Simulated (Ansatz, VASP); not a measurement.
ZrS2 in VASP and in Ansatz

The input INCAR:

```
  PREC = Accurate
  ENCUT = 500
  EDIFF = 1E-6
  ISMEAR = 0
  SIGMA = 0.05
  LREAL = False
  LASPH = True
  NELM = 200
  ALGO = Normal
  ISIF = 2
  LWAVE = False
  LCHARG = False
  ISPIN = 2
  MAGMOM = 2 3 2
  LORBIT = 11
  LMAXMIX = 4
  GGA = PE
  IVDW = 12
  NBANDS = 23
  GGA_COMPAT = False
```

Contents of KPOINTS:

```
regular mesh
0
Gamma
  12 12 6
```

POSCAR

```
ZrS2
1.0
    3.4847990789      0.0000000000      0.0000000000
   -1.7423995395      3.0179245294      0.0000000000
    0.0000000000      0.0000000000      5.3820000000
Zr S
1 2
Direct
    0.0000000000      0.0000000000      0.0000000000
    0.3333333333      0.6666666667      0.2492000000
    0.6666666667      0.3333333333      0.7508000000
```

Input for Ansatz:

```yaml
crystal:
  lattice:
    - [3.4847990789, 0.0, 0.0]
    - [-1.7423995395, 3.0179245294, 0.0]
    - [0.0, 0.0, 5.382]
  atoms:
    - { symbol: Zr, position: [0.0, 0.0, 0.0], spin: 2.0 }
    - { symbol: S, position: [0.3333333333, 0.6666666667, 0.2492], spin: 3.0 }
    - { symbol: S, position: [0.6666666667, 0.3333333333, 0.7508], spin: 2.0 }
basis:
  ecutwfc: 420
kpoints:
  mp_grid: { grid: [12, 12, 6] }
hamiltonian:
  xc: pbe
  dispersion: d3bj
scf:
  occupations: { method: gaussian, width: 0.05 }
output:
  forces: true
  eigenvalues: true
  stress: true
magnetization:
  spin_polarized: true
```

Alike in both runs: task single point; functional PBE; dispersion D3(BJ); k mesh 12 × 12 × 6; occupations gaussian, width 0.05 eV; collinear spin.

```csv
,VASP,Ansatz
version,VASP 6.6.1,Ansatz 0.2.0
potentials or method,"VASP PAW PBE potentials, release 64 (Zr_sv, S), cutoff 500 eV","scalar-relativistic, plane waves, PAW"
valence electrons in the cell,24,24
```

Ansatz gave:

| Item | Value |
| --- | --- |
| gap on the k mesh at the Fermi level (eV) | 0.61 |
| pressure (GPa) | 22.0 |
| traceless stress, the component that is largest in VASP (GPa) | -0.60 |
| rms of the force components (eV/Å) | 1.232 |
| net moment per atom (μB) | 0.00 |

Problem. Which values does VASP return?

Solution. gap on the k mesh at the Fermi level (eV): 0.61; pressure (GPa): 21.9; traceless stress, the component that is largest in VASP (GPa): -0.56; rms of the force components (eV/Å): 1.234; net moment per atom (μB): 0.00.

Atom by atom the forces differ by 0.002 eV/Å (rms over components). Ansatz's warnings: given moment on shells, seeded moment not kept.
